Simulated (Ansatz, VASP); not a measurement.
## One calculation of Be3Cd2O3, two programs

INCAR

```
SYSTEM = Be3Cd2O3
PREC = Accurate
ENCUT = 600
EDIFF = 1E-6
ISMEAR = 0
SIGMA = 0.1
LREAL = .False.
LASPH = .True.
NELM = 120
ALGO = Normal
ISIF = 2
LWAVE = .False.
LCHARG = .False.
GGA = PE
NBANDS = 34
GGA_COMPAT = .False.
```

File KPOINTS:

```
regular mesh
0
Gamma
  6 6 1
  0 0 0
```

POSCAR

```
Be3Cd2O3
1.0
    2.7534053449      0.0000000000      0.0000000000
   -1.3767026724      2.3845189756      0.0000000000
    0.0000000000      0.0000000000     16.2633068910
Be Cd O
3 2 3
Direct
    0.3333333333      0.6666666667      0.8367066022
    0.0000000000      0.0000000000      0.0000000000
    0.3333333333      0.6666666667      0.1632933978
    0.6666666667      0.3333333333      0.5982880995
    0.6666666667      0.3333333333      0.4017119005
    0.0000000000      0.0000000000      0.8357935339
    0.3333333333      0.6666666667      0.0000000000
    0.0000000000      0.0000000000      0.1642064661
```

Input for Ansatz:

```yaml
crystal:
  lattice:
    - [2.7534053449, 0.0, 0.0]
    - [-1.3767026724, 2.3845189756, 0.0]
    - [0.0, 0.0, 16.263306891]
  atoms:
    - { symbol: Be, position: [0.3333333333, 0.6666666667, 0.8367066022] }
    - { symbol: Be, position: [0.0, 0.0, 0.0] }
    - { symbol: Be, position: [0.3333333333, 0.6666666667, 0.1632933978] }
    - { symbol: Cd, position: [0.6666666667, 0.3333333333, 0.5982880995] }
    - { symbol: Cd, position: [0.6666666667, 0.3333333333, 0.4017119005] }
    - { symbol: O, position: [0.0, 0.0, 0.8357935339] }
    - { symbol: O, position: [0.3333333333, 0.6666666667, 0.0] }
    - { symbol: O, position: [0.0, 0.0, 0.1642064661] }
basis:
  ecutwfc: 420
kpoints:
  mp_grid: { grid: [6, 6, 1] }
hamiltonian:
  xc: pbe
scf:
  occupations: { method: gaussian, width: 0.1 }
  lower_state_search: "off"
output:
  forces: true
  stress: true
  eigenvalues: true
```

Alike in both runs: task single point; functional PBE; k mesh 6 × 6 × 1; occupations gaussian, width 0.1 eV; no spin polarisation.

```csv
,VASP,Ansatz
version,VASP 6.6.1,Ansatz 0.2.0
potentials or method,"VASP PAW PBE potentials, release 64 (Be, Cd, O), cutoff 600 eV","scalar-relativistic, plane waves, PAW"
valence electrons in the cell,48,64
```

```csv
,VASP,Ansatz,Ansatz less VASP
gap on the k mesh at the Fermi level (eV),none,none,-
pressure (GPa),0.9,0.8,-0.14
"traceless stress, the component that is largest in VASP (GPa)",0.20,0.54,+0.342
rms of the force components (eV/Å),0.065,0.063,-0.0017
```

Atom by atom the forces differ by 0.003 eV/Å (rms over components). A gap of «none» marks a metal or a gap that the smearing closes. VASP's potentials hold 48 valence electrons a cell and Ansatz's 64, so a difference there can come from the potentials and not from the codes.

The k mesh is coarse, so the values compare programs but aren't converged.
